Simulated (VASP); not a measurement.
# AgRh (P-6m2) in VASP: a series of runs

Runs on AgRh. Level: PBE. Tasks: single point.

Everything below comes from runs of VASP 6.6.1. Logs are shortened: lines on timing, memory, paths and dates and some standing lists are left out, and cuts for length are marked.

### Step 1. The cell of the first run

Symmetry: P-6m2, No. 187, hexagonal system. Conventional cell: a = 2.759 Å, b = 2.759 Å, c = 4.776 Å, α = 90.00°, β = 90.00°, γ = 120.00°. Ag (site symmetry -6m2) has 6 Ag at 2.76 Å and 6 Rh at 2.87 Å within 3.6 Å. Within 3.6 Å of Rh (site symmetry -6m2) lie 6 Rh at 2.76 Å and 6 Ag at 2.87 Å.

### Step 2. Single point, PBE

File INCAR:

```
ALGO = Fast
EDIFF = 1E-6
ENCUT = 520
GGA = PE
ISIF = 2
ISMEAR = -1
LASPH = T
LCHARG = T
LELF = T
LREAL = F
LVHAR = T
LWAVE = F
NBANDS = 20
NELM = 100
PREC = Accurate
SIGMA = 0.05
```

File KPOINTS:

```
k-points
0
Gamma
  11 11 6
```

File POSCAR:

```
AgRh
1.0
    2.7589461066      0.0000000000      0.0000000000
   -1.3794730533      2.3893174160      0.0000000000
    0.0000000000      0.0000000000      4.7763285309
Ag Rh
1 1
Direct
    0.0000000000      0.0000000000      0.5000000000
    0.6666666667      0.3333333333      0.0000000000
```

Potentials or basis: VASP PAW PBE potentials, release 64 (Ag, Rh_pv).

On the command line:

```bash
cat potpaw_PBE.64/Ag/POTCAR potpaw_PBE.64/Rh_pv/POTCAR > POTCAR
mpirun -np 1 vasp_std > vasp.out
```

OUTCAR:

```text
EDIFF = 1E-6
   ENCUT = 520
   GGA = PE
   ISIF = 2
   ISMEAR = -1
   LASPH = T
   LREAL = F
   NELM = 100
   PREC = Accurate

 ion  position               nearest neighbor table
   1  0.000  0.000  0.500-   2 2.87   2 2.87   2 2.87   2 2.87   2 2.87   2 2.87
   2  0.667  0.333  0.000-   1 2.87   1 2.87   1 2.87   1 2.87   1 2.87   1 2.87

  LATTYP: Found a hexagonal cell.
 ALAT       =     2.7589461066
 C/A-ratio  =     1.7312148720

  Lattice vectors:

 A1 = (   2.7589461066,   0.0000000000,   0.0000000000)
 A2 = (  -1.3794730533,   2.3893174160,   0.0000000000)
 A3 = (   0.0000000000,   0.0000000000,   4.7763285309)

Analysis of symmetry for initial positions (statically):
=====================================================================
 Subroutine PRICEL returns:
 Original cell was already a primitive cell.

 Routine SETGRP: Setting up the symmetry group for a
 hexagonal supercell.

 Subroutine GETGRP returns: Found 12 space group operations
 (whereof 12 operations were pure point group operations)
 out of a pool of 24 trial point group operations.

The static configuration has the point symmetry D_3h.

Analysis of symmetry for dynamics (positions and initial velocities):
=====================================================================
 Subroutine PRICEL returns:
 Original cell was already a primitive cell.

 Routine SETGRP: Setting up the symmetry group for a
 hexagonal supercell.

 Subroutine GETGRP returns: Found 12 space group operations
 (whereof 12 operations were pure point group operations)
 out of a pool of 24 trial point group operations.

The dynamic configuration has the point symmetry D_3h.

 Subroutine INISYM returns: Found 12 space group operations
 (whereof 12 operations are pure point group operations),
 and found     1 'primitive' translations

----------------------------------------------------------------------------------------

                                     Primitive cell

  volume of cell :      31.4855

  direct lattice vectors                    reciprocal lattice vectors
     2.758946107  0.000000000  0.000000000     0.362457243  0.209264787  0.000000000
    -1.379473053  2.389317416  0.000000000     0.000000000  0.418529574  0.000000000
     0.000000000  0.000000000  4.776328531     0.000000000  0.000000000  0.209365833

  length of vectors
     2.758946107  2.758946107  4.776328531     0.418529574  0.418529574  0.209365833

  position of ions in fractional coordinates (direct lattice)
     0.000000000  0.000000000  0.500000000
     0.666666667  0.333333333  0.000000000

  ion indices of the primitive-cell ions
   primitive index   ion index
                 1           1
                 2           2

----------------------------------------------------------------------------------------

 KPOINTS: k-points

Automatic generation of k-mesh.
 Grid dimensions read from file:
 generate k-points for:   11   11    6

 Generating k-lattice:

  Cartesian coordinates                     Fractional coordinates (reciprocal lattice)
     0.032950658  0.019024072  0.000000000     0.090909091 -0.000000000  0.000000000
     0.000000000  0.038048143  0.000000000     0.000000000  0.090909091  0.000000000
     0.000000000  0.000000000  0.034894305     0.000000000  0.000000000  0.166666667

  Length of vectors
     0.038048143  0.038048143  0.034894305

  Shift w.r.t. Gamma in fractional coordinates (k-lattice)
     0.000000000  0.000000000  0.000000000

 Subroutine IBZKPT returns following result:
 ===========================================

 Found     64 irreducible k-points:

 Following reciprocal coordinates:
            Coordinates               Weight
  0.000000  0.000000  0.000000      1.000000
  0.090909  0.000000  0.000000      6.000000
  0.181818  0.000000  0.000000      6.000000
  0.272727  0.000000  0.000000      6.000000
  0.363636 -0.000000  0.000000      6.000000
  0.454545 -0.000000  0.000000      6.000000
[... 16 lines left out ...]
  0.090909  0.090909  0.166667     12.000000
  0.181818  0.090909  0.166667     24.000000
 [... further k-points ...]
   k-points           NKPTS =     64   k-points in BZ     NKDIM =     64   number of bands    NBANDS=     20
   number of dos      NEDOS =    301   number of ions     NIONS =      2
   total plane-waves  NPLWV =  20736
   dimension x,y,z NGX =    24 NGY =   24 NGZ =   36
   dimension x,y,z NGXF=    48 NGYF=   48 NGZF=   72
   ions per type =               1   1
   NGX,Y,Z   is equivalent  to a cutoff of  14.46, 14.46, 12.53 a.u.
   NGXF,Y,Z  is equivalent  to a cutoff of  28.92, 28.92, 25.06 a.u.
 SYSTEM =  unknown system
   PREC   = accura    normal or accurate (medium, high low for compatibility)
   ISTART =      0    job   : 0-new  1-cont  2-samecut
   ICHARG =      2    charge: 1-file 2-atom 10-const
   ISPIN  =      1    spin polarized calculation?
   LNONCOLLINEAR =      F non collinear calculations
   LSORBIT =      F    spin-orbit coupling
   LASPH  =      T    aspherical Exc in radial PAW
   ENCUT  =  520.0 eV  38.22 Ry    6.18 a.u.   5.13  5.13  8.88*2*pi/ulx,y,z
   NELM   =    100;   NELMIN=  2; NELMDL= -5     # of ELM steps
   EDIFF  = 0.1E-05   stopping-criterion for ELM
   LREAL  =      F    real-space projection
   EDIFFG = 0.1E-04   stopping-criterion for IOM
   NSW    =      0    number of steps for IOM
   IBRION =     -1    ionic relax: 0-MD 1-quasi-New 2-CG
   NFREE  =      0    steps in history (QN), initial steepest desc. (CG)
   ISIF   =      2    stress and relaxation
   ISYM   =      2    0-nonsym 1-usesym 2-fastsym
   POTIM  = 0.5000    time-step for ionic-motion
   TEBEG  =    0.0;   TEEND  =   0.0 temperature during run
   PSTRESS=    0.0 pullay stress
   NELECT =      26.0000    total number of electrons
   NUPDOWN=      -1.0000    fix difference up-down
   EMIN   =  10.00;   EMAX   =-10.00  energy-range for DOS
   EFERMI =   0.00;   METHOD = LEGACY
   ISMEAR =    -1;   SIGMA  =   0.05  broadening in eV -4-tet -1-fermi 0-gaus
   EFERMI_NEDOS =   21; number of points for ismear=-14 and -15
   IALGO  =     68    algorithm
   IMIX   =      4    mixing-type and parameters
     AMIX     =   0.40;   BMIX     =  1.00
     AMIX_MAG =   1.60;   BMIX_MAG =  1.00
  volume/ion in A,a.u.               =      15.74       106.24
  Fermi-wavevector in a.u.,A,eV,Ry     =   1.535897  2.902425 32.095881  2.358981
  Thomas-Fermi vector in A             =   2.642622
   LORBIT       =      0    0 simple, 1 ext, 2 COOP (PROOUT), +10 PAW based schemes
   GGA     = PE    functional components
   LHFCALC =     F    Hartree Fock is set to
   AEXX    =    0.0000 exact exchange contribution
   IVDW    =     0    specifies the selected vdW correction
   LEPSILON=     F    determine dielectric tensor
   LRPA    =     F    only Hartree local field effects (RPA)
 non-spin polarized calculation
 RMM-DIIS sequential band-by-band and
  energy-cutoff  :      520.00
  volume of cell :       31.49
 maximum number of plane-waves:       860
 NGX is ok and might be reduce to    24
   NGX = 11   NGY = 11   NGZ = 17

 number of electron      25.9999997 magnetization

 Free energy of the ion-electron system (eV)
  ---------------------------------------------------
  ext. energy  EPLUGINS =         0.00000000
  ---------------------------------------------------
  free energy    TOTEN  =        -9.45564145 eV

  energy without entropy =       -9.43049010  energy(sigma->0) =       -9.44306577

 E-fermi :   9.1144     XC(G=0): -12.9155

 val. band max:        9.0877181255   @ k =   0.0909   0.0909   0.3333
 cond. band min:       9.1259453475   @ k =   0.2727   0.0000   0.0000
 fundamental gap:      0.0382272220
 Fermi energy:         9.1144423888

 k-point     1 :       0.0000    0.0000    0.0000
  band No.  band energies     occupation
      1     -36.5594      2.00000
      2     -36.5464      2.00000
      3     -36.5464      2.00000
      4       1.8339      2.00000
      5       3.2855      2.00000
      6       4.7949      2.00000
[... 12 lines left out ...]
     19      28.0183      0.00000
     20      30.6778      0.00000

 k-point     2 :       0.0909    0.0000    0.0000
  band No.  band energies     occupation
      1     -36.5811      2.00000
      2     -36.5548      2.00000
      3     -36.5548      2.00000
      4       2.0982      2.00000
      5       3.4420      2.00000
      6       4.6905      2.00000
[... 12 lines left out ...]
     19      27.6113      0.00000
     20      29.1057      0.00000

 k-point     3 :       0.1818    0.0000    0.0000
  band No.  band energies     occupation
      1     -36.6733      2.00000
      2     -36.5770      2.00000
      3     -36.5425      2.00000
      4       2.8023      2.00000
      5       3.7728      2.00000
      6       4.5638      2.00000
[... 12 lines left out ...]
     19      27.4515      0.00000
     20      27.4895      0.00000

 k-point     4 :       0.2727    0.0000    0.0000
  band No.  band energies     occupation
      1     -36.7928      2.00000
      2     -36.6061      2.00000
      3     -36.5262      2.00000
      4       3.3575      2.00000
      5       4.0313      2.00000
      6       4.5193      2.00000
[... 12 lines left out ...]
     19      25.5152      0.00000
     20      27.1810      0.00000

 k-point     5 :       0.3636   -0.0000    0.0000
  band No.  band energies     occupation
      1     -36.9012      2.00000
      2     -36.6327      2.00000
      3     -36.5112      2.00000
      4       3.2199      2.00000
      5       4.0323      2.00000
      6       4.3171      2.00000
[... 12 lines left out ...]
     19      23.5131      0.00000
     20      24.2885      0.00000
[... 353 lines left out ...]
      6       4.5568      2.00000
[... 12 lines left out ...]
     19      23.5513      0.00000
     20      25.1132      0.00000

 k-point    22 :       0.4545   -0.0000    0.1667
  band No.  band energies     occupation
      1     -36.9650      2.00000
      2     -36.6484      2.00000
      3     -36.5023      2.00000
      4       3.0699      2.00000
      5       3.6363      2.00000
      6       4.5693      2.00000
[... 12 lines left out ...]
     19      22.6195      0.00000
     20      22.9809      0.00000

 k-point    23 :       0.0909    0.0909    0.1667
  band No.  band energies     occupation
      1     -36.6424      2.00000
      2     -36.5722      2.00000
      3     -36.5466      2.00000
      4       2.7671      2.00000
      5       3.7632      2.00000
      6       4.5095      2.00000
[... 12 lines left out ...]
     19      26.8582      0.00000
     20      27.6656      0.00000

 k-point    24 :       0.1818    0.0909    0.1667
  band No.  band energies     occupation
      1     -36.7430      2.00000
      2     -36.6031      2.00000
      3     -36.5322      2.00000
      4       3.4717      2.00000
      5       4.0430      2.00000
      6       4.4533      2.00000
[... 12 lines left out ...]
     19      25.9911      0.00000
     20      27.1648      0.00000

 [... further k-points ...]

------------------------ aborting loop because EDIFF is reached ----------------------------------------

  FORCE on cell =-STRESS in cart. coord.  units (eV):
  Direction    XX          YY          ZZ          XY          YZ          ZX
  --------------------------------------------------------------------------------------
  -------------------------------------------------------------------------------------
  Total        0.2218381      0.2218381     -0.0448241      0.0000000      0.0000000      0.0000000
  in kB       11.2884786     11.2884786     -2.2809252      0.0000000      0.0000000      0.0000000
  external PRESSURE =       6.7653440 kB  Pullay stress =       0.0000000 kB

 VOLUME and BASIS-vectors are now :
 -----------------------------------------------------------------------------
  energy-cutoff  :      520.00
  volume of cell :       31.49
      direct lattice vectors                 reciprocal lattice vectors
     2.758946107  0.000000000  0.000000000     0.362457243  0.209264787  0.000000000
    -1.379473053  2.389317416  0.000000000     0.000000000  0.418529574  0.000000000
     0.000000000  0.000000000  4.776328531     0.000000000  0.000000000  0.209365833

 POSITION                                       TOTAL-FORCE (eV/Angst)
 -----------------------------------------------------------------------------------
      0.00000      0.00000      2.38816        -0.000000      0.000000      0.000000
      1.37947      0.79644      0.00000         0.000000      0.000000      0.000000
 -----------------------------------------------------------------------------------
    total drift:                               -0.000000      0.000000      0.000000

  FREE ENERGIE OF THE ION-ELECTRON SYSTEM (eV)
  ---------------------------------------------------
  free  energy   TOTEN  =        -9.4556414451 eV

  energy  without entropy=       -9.4304900966  energy(sigma->0) =       -9.44306577
```

Wall time 22 s (1 thread of Intel Xeon Platinum 8488C (Sapphire Rapids), shared host); peak memory 0.17 GiB.

What came out:

```
Free energy            : -9.4556 eV
Pressure               : 0.7 GPa
Band gap on the k mesh : zero (band 13 reaches 10.21 eV, above the bottom of band 14 at 8.85 eV)
```

Stress tensor (GPa, compression positive):
```
 1.13  0.00  0.00
 0.00  1.13  0.00
 0.00  0.00 -0.23
```

Levels at points of the mesh, in eV from the Fermi level:
```tsv
k point	band 9	band 10	band 11	band 12	band 13	band 14	band 15	band 16	band 17	band 18
(0.00, 0.00, 0.00)	-3.11	-3.11	-1.82	-1.82	0.14	0.14	0.15	5.49	16.72	17.32
(0.00, 0.00, 0.50)	-3.20	-3.20	-2.53	-1.62	-1.62	0.10	0.10	11.73	12.72	16.93
```

(Continued in part 2 of 2.)
